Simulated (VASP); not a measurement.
Runs of VASP 6.6.1 on Co. The structure is that of space group Pm-3m (No. 221), or close to it. The cells are those of the table. 

```tsv
task	cell	k mesh	cutoff (eV)	gap on the mesh (eV)	pressure (GPa)	moment (μB)
single point	a = 2.323 Å, 1 atom	8 × 8 × 8	520	none	0.0	2.04
single point	a = 2.247 Å, 1 atom	8 × 8 × 8	520	none	20.6	2.04
relaxation of cell and atoms	relaxed from a = 2.247 Å, 1 atom	8 × 8 × 8	600	none	-0.3	2.04
single point	a = 2.326 Å, 1 atom	24 × 24 × 24	520	none	(a)	2.02
```

Alike in all rows: level r2SCAN; potentials or basis VASP PAW PBE potentials, release 64 (Co); spin collinear, ferromagnetic start; smearing gaussian 0.1 eV.

Problem. Estimate the missing entries.

Solution. (a) -0.2.

Caveats: the PAW data sets were made with another functional, which shifts forces and pressure a little.

A gap of «none» marks levels without a gap at the run's occupations.
